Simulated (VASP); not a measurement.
# AlIn2N3 (Cmc2_1) in VASP: single point with PBE

Aim: the single point of AlIn2N3 with PBE.

Everything below comes from runs of VASP 6.6.1. Logs are shortened: lines on timing, memory, paths and dates and some standing lists are left out, and cuts for length are marked.

## 1. The cell of the first run

Symmetry: Cmc2_1, No. 36, orthorhombic system. Conventional cell: a = 10.296 Å, b = 5.926 Å, c = 5.500 Å, α = 90.00°, β = 90.00°, γ = 90.00°. Al (site symmetry m) has 4 N at 1.90 to 1.92 Å within 2.5 Å. Within 2.9 Å of In (site symmetry 1) lie 4 N at 2.18 to 2.20 Å. Within 2.5 Å of N (site symmetry 1) lie 1 Al at 1.90 Å and 3 In at 2.18 to 2.20 Å. Within 2.5 Å of N (site symmetry m) lie 2 Al at 1.91 to 1.92 Å and 2 In at 2.19 Å.

## 2. Single point, PBE

File INCAR:

```
PREC = Accurate ; ENCUT = 520
EDIFF = 1E-6 ; ISMEAR = 0
SIGMA = 0.1 ; LREAL = F
LASPH = T ; NELM = 100
ALGO = Normal ; ISIF = 2
LWAVE = F ; LCHARG = T
GGA = PE ; LELF = T
LVHAR = T ; NBANDS = 56
```

File KPOINTS:

```
Automatic mesh
0
Gamma
  4 4 4
```

File POSCAR:

```
AlIn2N3
1.0
    5.1481022800     -2.9628729800      0.0000000000
    5.1481022800      2.9628729800      0.0000000000
    0.0000000000      0.0000000000      5.5000381500
Al In N
2 4 6
Direct
    0.3412430100      0.6587569900      0.4892180000
    0.6587569900      0.3412430100      0.9892180000
    0.9882950300      0.3354130200      0.4871209900
    0.6645869800      0.0117049700      0.4871209900
    0.0117049700      0.6645869800      0.9871209900
    0.3354130200      0.9882950300      0.9871209900
    0.9688550400      0.3329590100      0.8856369900
    0.6670409900      0.0311449600      0.8856369900
    0.0311449600      0.6670409900      0.3856369900
    0.3329590100      0.9688550400      0.3856369900
    0.3686429900      0.6313570100      0.8372660000
    0.6313570100      0.3686429900      0.3372660000
```

Potentials or basis: VASP PAW PBE potentials, release 64 (Al, In_d, N).

Started as:

```sh
$ cat potpaw_PBE.64/Al/POTCAR potpaw_PBE.64/In_d/POTCAR potpaw_PBE.64/N/POTCAR > POTCAR
$ mpirun -np 1 vasp_std > vasp.out
```

OUTCAR:

```text
PREC = Accurate
   ENCUT = 520
   EDIFF = 1E-6
   ISMEAR = 0
   LREAL = F
   LASPH = T
   NELM = 100
   ISIF = 2
   GGA = PE

 ion  position               nearest neighbor table
   1  0.341  0.659  0.489-   9 1.90  10 1.90  12 1.91  11 1.92   3 3.32   4 3.32   2 3.33   2 3.33
                             5 3.36   6 3.36   6 3.38   5 3.38   3 3.48   4 3.48   4 3.48   3 3.48
   2  0.659  0.341  0.989-   7 1.90   8 1.90  11 1.91  12 1.92   6 3.32   5 3.32   1 3.33   1 3.33
                             3 3.36   4 3.36   4 3.38   3 3.38   5 3.48   6 3.48   6 3.48   5 3.48
   3  0.988  0.335  0.487-   9 2.18  10 2.18  12 2.19   7 2.20   1 3.32   4 3.33   2 3.36   2 3.38
                             5 3.42   5 3.42   6 3.43   6 3.43   4 3.47   4 3.47   1 3.48   1 3.48
   4  0.665  0.012  0.487-  10 2.18   9 2.18  12 2.19   8 2.20   1 3.32   3 3.33   2 3.36   2 3.38
                             6 3.42   6 3.42   5 3.43   5 3.43   3 3.47   3 3.47   1 3.48   1 3.48
   5  0.012  0.665  0.987-   7 2.18   8 2.18  11 2.19   9 2.20   2 3.32   6 3.33   1 3.36   1 3.38
                             3 3.42   3 3.42   4 3.43   4 3.43   6 3.47   6 3.47   2 3.48   2 3.48
   6  0.335  0.988  0.987-   8 2.18   7 2.18  11 2.19  10 2.20   2 3.32   5 3.33   1 3.36   1 3.38
                             4 3.42   4 3.42   3 3.43   3 3.43   5 3.47   5 3.47   2 3.48   2 3.48
   7  0.969  0.333  0.886-   2 1.90   5 2.18   6 2.18   3 2.20
   8  0.667  0.031  0.886-   2 1.90   6 2.18   5 2.18   4 2.20
   9  0.031  0.667  0.386-   1 1.90   3 2.18   4 2.18   5 2.20
  10  0.333  0.969  0.386-   1 1.90   4 2.18   3 2.18   6 2.20
  11  0.369  0.631  0.837-   2 1.91   1 1.92   5 2.19   6 2.19
  12  0.631  0.369  0.337-   1 1.91   2 1.92   3 2.19   4 2.19

  LATTYP: Found a base centered orthorhombic cell.
 ALAT       =     5.9257459600
 B/A-ratio  =     1.7375372872
 C/A-ratio  =     0.9281596253

  Lattice vectors:

 A1 = (  -5.1481022800,  -2.9628729800,   0.0000000000)
 A2 = (   5.1481022800,  -2.9628729800,   0.0000000000)
 A3 = (   0.0000000000,   0.0000000000,   5.5000381500)

Analysis of symmetry for initial positions (statically):
=====================================================================
 Subroutine PRICEL returns:
 Original cell was already a primitive cell.

 Routine SETGRP: Setting up the symmetry group for a
 base centered orthorhombic supercell.

 Subroutine GETGRP returns: Found  4 space group operations
 (whereof  2 operations were pure point group operations)
 out of a pool of  8 trial point group operations.

The static configuration has the point symmetry C_1h.
 The point group associated with its full space group is C_2v.

Analysis of symmetry for dynamics (positions and initial velocities):
=====================================================================
 Subroutine PRICEL returns:
 Original cell was already a primitive cell.

 Routine SETGRP: Setting up the symmetry group for a
 base centered orthorhombic supercell.

 Subroutine GETGRP returns: Found  4 space group operations
 (whereof  2 operations were pure point group operations)
 out of a pool of  8 trial point group operations.

The dynamic configuration has the point symmetry C_1h.
 The point group associated with its full space group is C_2v.

 Subroutine INISYM returns: Found  4 space group operations
 (whereof  2 operations are pure point group operations),
 and found     1 'primitive' translations

----------------------------------------------------------------------------------------

                                     Primitive cell

  volume of cell :     167.7861

  direct lattice vectors                    reciprocal lattice vectors
     5.148102280 -2.962872980  0.000000000     0.097123167 -0.168755125  0.000000000
     5.148102280  2.962872980  0.000000000     0.097123167  0.168755125  0.000000000
     0.000000000  0.000000000  5.500038150     0.000000000  0.000000000  0.181816921

  length of vectors
[... 31 lines left out ...]
----------------------------------------------------------------------------------------

 KPOINTS: Automatic mesh

Automatic generation of k-mesh.
 Grid dimensions read from file:
 generate k-points for:    4    4    4

 Generating k-lattice:

  Cartesian coordinates                     Fractional coordinates (reciprocal lattice)
     0.024280792 -0.042188781  0.000000000     0.250000000  0.000000000  0.000000000
     0.024280792  0.042188781  0.000000000     0.000000000  0.250000000  0.000000000
     0.000000000  0.000000000  0.045454230     0.000000000  0.000000000  0.250000000

  Length of vectors
     0.048676998  0.048676998  0.045454230

  Shift w.r.t. Gamma in fractional coordinates (k-lattice)
     0.000000000  0.000000000  0.000000000

 Subroutine IBZKPT returns following result:
 ===========================================

 Found     21 irreducible k-points:

 Following reciprocal coordinates:
            Coordinates               Weight
  0.000000  0.000000  0.000000      1.000000
  0.250000  0.000000  0.000000      4.000000
  0.500000  0.000000  0.000000      2.000000
  0.250000  0.250000  0.000000      2.000000
  0.500000  0.250000  0.000000      4.000000
 -0.250000  0.250000  0.000000      2.000000
[... 13 lines left out ...]
 -0.250000  0.250000  0.500000      2.000000
  0.500000  0.500000  0.500000      1.000000
   k-points           NKPTS =     21   k-points in BZ     NKDIM =     21   number of bands    NBANDS=     56
   number of dos      NEDOS =    301   number of ions     NIONS =     12
   total plane-waves  NPLWV =  96768
   dimension x,y,z NGX =    48 NGY =   48 NGZ =   42
   dimension x,y,z NGXF=    96 NGYF=   96 NGZF=   84
   ions per type =               2   4   6
   NGX,Y,Z   is equivalent  to a cutoff of  13.43, 13.43, 12.70 a.u.
   NGXF,Y,Z  is equivalent  to a cutoff of  26.87, 26.87, 25.39 a.u.
 SYSTEM =  unknown system
   PREC   = accura    normal or accurate (medium, high low for compatibility)
   ISTART =      0    job   : 0-new  1-cont  2-samecut
   ICHARG =      2    charge: 1-file 2-atom 10-const
   ISPIN  =      1    spin polarized calculation?
   LNONCOLLINEAR =      F non collinear calculations
   LSORBIT =      F    spin-orbit coupling
   LASPH  =      T    aspherical Exc in radial PAW
   ENCUT  =  520.0 eV  38.22 Ry    6.18 a.u.  11.04 11.04 10.23*2*pi/ulx,y,z
   NELM   =    100;   NELMIN=  2; NELMDL= -5     # of ELM steps
   EDIFF  = 0.1E-05   stopping-criterion for ELM
   LREAL  =      F    real-space projection
   EDIFFG = 0.1E-04   stopping-criterion for IOM
   NSW    =      0    number of steps for IOM
   IBRION =     -1    ionic relax: 0-MD 1-quasi-New 2-CG
   NFREE  =      0    steps in history (QN), initial steepest desc. (CG)
   ISIF   =      2    stress and relaxation
   ISYM   =      2    0-nonsym 1-usesym 2-fastsym
   POTIM  = 0.5000    time-step for ionic-motion
   TEBEG  =    0.0;   TEEND  =   0.0 temperature during run
   PSTRESS=    0.0 pullay stress
   NELECT =      88.0000    total number of electrons
   NUPDOWN=      -1.0000    fix difference up-down
   EMIN   =  10.00;   EMAX   =-10.00  energy-range for DOS
   EFERMI =   0.00;   METHOD = LEGACY
   ISMEAR =     0;   SIGMA  =   0.10  broadening in eV -4-tet -1-fermi 0-gaus
   EFERMI_NEDOS =   21; number of points for ismear=-14 and -15
   IALGO  =     38    algorithm
   IMIX   =      4    mixing-type and parameters
     AMIX     =   0.40;   BMIX     =  1.00
     AMIX_MAG =   1.60;   BMIX_MAG =  1.00
  volume/ion in A,a.u.               =      13.98        94.36
  Fermi-wavevector in a.u.,A,eV,Ry     =   1.320233  2.494878 23.715144  1.743014
  Thomas-Fermi vector in A             =   2.450073
   LORBIT       =      0    0 simple, 1 ext, 2 COOP (PROOUT), +10 PAW based schemes
   GGA     = PE    functional components
   LHFCALC =     F    Hartree Fock is set to
   AEXX    =    0.0000 exact exchange contribution
   IVDW    =     0    specifies the selected vdW correction
   LEPSILON=     F    determine dielectric tensor
   LRPA    =     F    only Hartree local field effects (RPA)
 non-spin polarized calculation
 Gauss-broadening in eV      SIGMA  =   0.10
  energy-cutoff  :      520.00
  volume of cell :      167.79
 maximum number of plane-waves:      4544
 NGX is ok and might be reduce to    48
   NGX = 23   NGY = 23   NGZ = 21

 number of electron      88.0000021 magnetization

 Free energy of the ion-electron system (eV)
  ---------------------------------------------------
  ext. energy  EPLUGINS =         0.00000000
  ---------------------------------------------------
  free energy    TOTEN  =       -72.40945428 eV

  energy without entropy =      -72.40945428  energy(sigma->0) =      -72.40945428

 E-fermi :   6.5748     XC(G=0): -10.7341

 val. band max:        6.1158383256   @ k =   0.0000   0.0000   0.0000
 cond. band min:       6.9947038422   @ k =   0.0000   0.0000   0.0000
 fundamental gap:      0.8788655166
 Fermi energy:         6.5747863088

 k-point     1 :       0.0000    0.0000    0.0000
  band No.  band energies     occupation
      1      -8.3572      2.00000
      2      -8.3087      2.00000
      3      -8.1240      2.00000
      4      -8.1162      2.00000
      5      -7.9541      2.00000
      6      -7.7908      2.00000
[... 1228 lines left out ...]
     55      14.4617      0.00000
     56      14.4617      0.00000

------------------------ aborting loop because EDIFF is reached ----------------------------------------

  FORCE on cell =-STRESS in cart. coord.  units (eV):
  Direction    XX          YY          ZZ          XY          YZ          ZX
  --------------------------------------------------------------------------------------
  -------------------------------------------------------------------------------------
  Total       -0.1123040     -0.1163042     -0.0772502      0.0000000      0.0000000      0.0000000
  in kB       -1.0723826     -1.1105802     -0.7376565      0.0000000      0.0000000      0.0000000
  external PRESSURE =      -0.9735398 kB  Pullay stress =       0.0000000 kB

 VOLUME and BASIS-vectors are now :
 -----------------------------------------------------------------------------
  energy-cutoff  :      520.00
  volume of cell :      167.79
      direct lattice vectors                 reciprocal lattice vectors
     5.148102280 -2.962872980  0.000000000     0.097123167 -0.168755125  0.000000000
     5.148102280  2.962872980  0.000000000     0.097123167  0.168755125  0.000000000
     0.000000000  0.000000000  5.500038150     0.000000000  0.000000000  0.181816921

 POSITION                                       TOTAL-FORCE (eV/Angst)
 -----------------------------------------------------------------------------------
      5.14810      0.94075      2.69072        -0.000000      0.000067      0.000575
      5.14810     -0.94075      5.44074        -0.000000     -0.000067      0.000575
      6.81458     -1.93441      2.67918         0.001221     -0.001065      0.001636
      3.48162     -1.93441      2.67918        -0.001221     -0.001065      0.001636
      3.48162      1.93441      5.42920        -0.001221      0.001065      0.001636
      6.81458      1.93441      5.42920         0.001221      0.001065      0.001636
      6.70187     -1.88408      4.87104         0.005607     -0.003059     -0.003437
      3.59433     -1.88408      4.87104        -0.005607     -0.003059     -0.003437
      3.59433      1.88408      2.12102        -0.005607      0.003059     -0.003437
      6.70187      1.88408      2.12102         0.005607      0.003059     -0.003437
      5.14810      0.77839      4.60499        -0.000000      0.005154      0.003027
      5.14810     -0.77839      1.85498        -0.000000     -0.005154      0.003027
 -----------------------------------------------------------------------------------
    total drift:                               -0.000000     -0.000000      0.002201

  FREE ENERGIE OF THE ION-ELECTRON SYSTEM (eV)
  ---------------------------------------------------
  free  energy   TOTEN  =       -72.4094542793 eV

  energy  without entropy=      -72.4094542792  energy(sigma->0) =      -72.40945428
```

Wall time 6.9 min (1 thread of Intel Xeon 8259CL, shared host); peak memory 0.39 GiB.

Results:

```yaml
Free_energy: -72.4095 eV
Pressure: -0.1 GPa
Largest_force: 0.007 eV/Å
Band_gap_on_the_k_mesh: 0.88 eV
```

Forces on the atoms (eV/Å):
```
Al   0.000  0.000  0.001
Al   0.000  0.000  0.001
In   0.001 -0.001  0.002
In  -0.001 -0.001  0.002
In  -0.001  0.001  0.002
In   0.001  0.001  0.002
N    0.006 -0.003 -0.003
N   -0.006 -0.003 -0.003
N   -0.006  0.003 -0.003
N    0.006  0.003 -0.003
N    0.000  0.005  0.003
N    0.000 -0.005  0.003
```

Caveat: spin-orbit coupling is left out, which moves the levels of the heavy elements.
